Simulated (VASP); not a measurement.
# Cd (Fd-3m) in VASP: a series of runs, part 2 of 2

VASP 6.6.1.

## Step 3: Relaxation of cell and atoms, pbesol exchange, lda correlation, target pressure 20 GPa, at which the enthalpy is minimised

INCAR

```
ALGO     = Normal         # electronic algorithm
EDIFF    = 1E-7           # SCF threshold, eV
EDIFFG   = -0.02          # ionic threshold
ENCUT    = 500            # plane-wave cutoff, eV
GGA      = LIBXC          # functional
GGA_COMPAT= False        
IBRION   = 2              # ionic algorithm
ISIF     = 3              # what is computed and relaxed
ISMEAR   = 1              # smearing method
LASPH    = True           # aspherical terms in the spheres
LCHARG   = False          # write CHGCAR
LIBXC1   = GGA_X_PBE_SOL
LIBXC2   = LDA_C_PW     
LREAL    = False          # projectors in reciprocal space
LWAVE    = False          # write WAVECAR
NELM     = 120            # most SCF steps
NELMIN   = 4            
NSW      = 80             # ionic steps
PREC     = Accurate       # precision mode
PSTRESS  = 200.0        
SIGMA    = 0.1            # smearing width, eV
```

KPOINTS

```
k-points
0
Gamma
  6 6 6
```

POSCAR

```
Cd
1.0
    0.0000000000      3.0400000000      3.0400000000
    3.0400000000      0.0000000000      3.0400000000
    3.0400000000      3.0400000000      0.0000000000
Cd
2
Direct
    1.0000000000      1.0000000000      1.0000000000
    0.2500000000      0.2500000000      0.2500000000
```

Potentials or basis: VASP PAW PBE potentials, release 64 (Cd).

Launch:

```console
cat potpaw_PBE.64/Cd/POTCAR > POTCAR
mpirun -np 1 vasp_std > vasp.out
```

OUTCAR:

```text
EDIFF = 1E-7
   EDIFFG = -0.02
   ENCUT = 500
   GGA = LIBXC
   IBRION = 2
   ISIF = 3
   ISMEAR = 1
   LASPH = True
   LREAL = False
   NELM = 120
   NELMIN = 4
   NSW = 80
   PREC = Accurate
   PSTRESS = 200.0

 ion  position               nearest neighbor table
   1  0.000  0.000  0.000-   2 2.63   2 2.63   2 2.63   2 2.63
   2  0.250  0.250  0.250-   1 2.63   1 2.63   1 2.63   1 2.63

  LATTYP: Found a face centered cubic cell.
 ALAT       =     6.0800000000

  Lattice vectors:

 A1 = (   0.0000000000,   3.0400000000,   3.0400000000)
 A2 = (   3.0400000000,   0.0000000000,   3.0400000000)
 A3 = (   3.0400000000,   3.0400000000,   0.0000000000)

Analysis of symmetry for initial positions (statically):
=====================================================================
 Subroutine PRICEL returns:
 Original cell was already a primitive cell.

 Routine SETGRP: Setting up the symmetry group for a
 face centered cubic supercell.

 Subroutine GETGRP returns: Found 48 space group operations
 (whereof 24 operations were pure point group operations)
 out of a pool of 48 trial point group operations.

The static configuration has the point symmetry T_d .
 The point group associated with its full space group is O_h .

Analysis of symmetry for dynamics (positions and initial velocities):
[... 154 lines left out ...]
------------------------ aborting loop because EDIFF is reached ----------------------------------------

  FORCE on cell =-STRESS in cart. coord.  units (eV):
  Direction    XX          YY          ZZ          XY          YZ          ZX
  --------------------------------------------------------------------------------------
  -------------------------------------------------------------------------------------
  Total        4.3670367      4.3670367      4.3670367     -0.0000000     -0.0000000      0.0000000
  in kB      124.5221692    124.5221692    124.5221692     -0.0000000     -0.0000000      0.0000000
  external PRESSURE =     -75.4778308 kB  Pullay stress =     200.0000000 kB
[... 25 lines left out ...]
--------------------------------------- Ionic step        2  -------------------------------------------

 number of electron      23.9999993 magnetization

 E-fermi :   2.4316     XC(G=0): -10.3254

 val. band max:        2.3992489555   @ k =  -0.3333   0.3333   0.1667
 cond. band min:       2.4786623033   @ k =   0.5000   0.3333   0.0000
 fundamental gap:      0.0794133478
 Fermi energy:         2.4315753441

 k-point     1 :       0.0000    0.0000    0.0000
  band No.  band energies     occupation
      1      -8.1347      2.00000
      2      -8.1347      2.00000
      3      -8.1347      2.00000
      4      -8.0954      2.00000
      5      -8.0954      2.00000
      6      -6.5511      2.00000
[... 368 lines left out ...]
--------------------------------------- Ionic step        4  -------------------------------------------

 number of electron      24.0000011 magnetization

 Free energy of the ion-electron system (eV)
  ---------------------------------------------------
  ext. energy  EPLUGINS =         0.00000000
  ---------------------------------------------------
  free energy    TOTEN  =         0.85167548 eV

  energy without entropy =        0.85306515  energy(sigma->0) =        0.85213870

 E-fermi :   1.8461     XC(G=0):  -9.7961

 val. band max:        1.8153205023   @ k =  -0.3333   0.5000   0.1667
 cond. band min:       1.9013894315   @ k =   0.5000   0.3333   0.0000
 fundamental gap:      0.0860689291
 Fermi energy:         1.8461078432

 k-point     1 :       0.0000    0.0000    0.0000
  band No.  band energies     occupation
      1      -8.3772      2.00000
      2      -8.3772      2.00000
      3      -8.3772      2.00000
      4      -8.3244      2.00000
      5      -8.3244      2.00000
      6      -7.0396      2.00000
[... 326 lines left out ...]
  energy  without entropy=        0.8530651527  energy(sigma->0) =        0.85213870

  enthalpy is  TOTEN    =         7.2341555363 eV   P V=        6.3824800589

 reached required accuracy - stopping structural energy minimisation
```

CONTCAR:

```text
Cd
   1.00000000000000
    -0.0000000000000000    2.9458684728184630    2.9458684728184630
     2.9458684728184630   -0.0000000000000000    2.9458684728184630
     2.9458684728184630    2.9458684728184630   -0.0000000000000000
  Cd
     2
Direct
     0.0000000000000000    1.0000000000000000    0.0000000000000000
     0.2500000000000000    0.2500000000000000    0.2500000000000000

  0.00000000E+00  0.00000000E+00  0.00000000E+00
  0.00000000E+00  0.00000000E+00  0.00000000E+00
```

Wall time 18 s (1 thread of Intel Xeon 6975P-C (Granite Rapids), shared host); peak memory 0.18 GiB.

Results:

```yaml
Free_energy: 0.8517 eV
Relaxed_volume: 25.56 Å³/atom
Relaxed_cell: a = 4.166 Å, b = 4.166 Å, c = 4.166 Å, α = 60.00°, β = 60.00°, γ = 60.00°
Space_group_after_relaxing_to_0.1_Å: Fd-3m (No. 227)
Energy_change_on_relaxing_the_run_minimises_the_enthalpy: +250.5 meV/atom
Ionic_steps: 4
Pressure_after_relaxing: 20.0 GPa
Band_gap_on_the_k_mesh: zero (bands 12 and 13 overlap by 7.00 eV)
```

Step by step:
| step | energy change (eV) | largest force (eV/Å) | pressure (GPa) | volume (Å³) |
| --- | --- | --- | --- | --- |
| 1 | 0.0000 | 0.0000 | 12.45 | 56.19 |
| 2 | 1.3153 | 0.0000 | 32.88 | 46.10 |
| 3 | 0.4858 | 0.0000 | 19.73 | 51.25 |
| 4 | 0.5009 | 0.0000 | 19.95 | 51.13 |

Final structure:
```xyz
2
Lattice="0.0000 2.9459 2.9459 2.9459 0.0000 2.9459 2.9459 2.9459 0.0000" Properties=species:S:1:pos:R:3 pbc="T T T"
Cd    2.9459    0.0000    2.9459
Cd    1.4729    1.4729    1.4729
```

Caveat: the cell is relaxed towards a set pressure, so the run minimises the enthalpy, not the energy; the PAW data sets were made with another functional, which shifts forces and pressure a little.
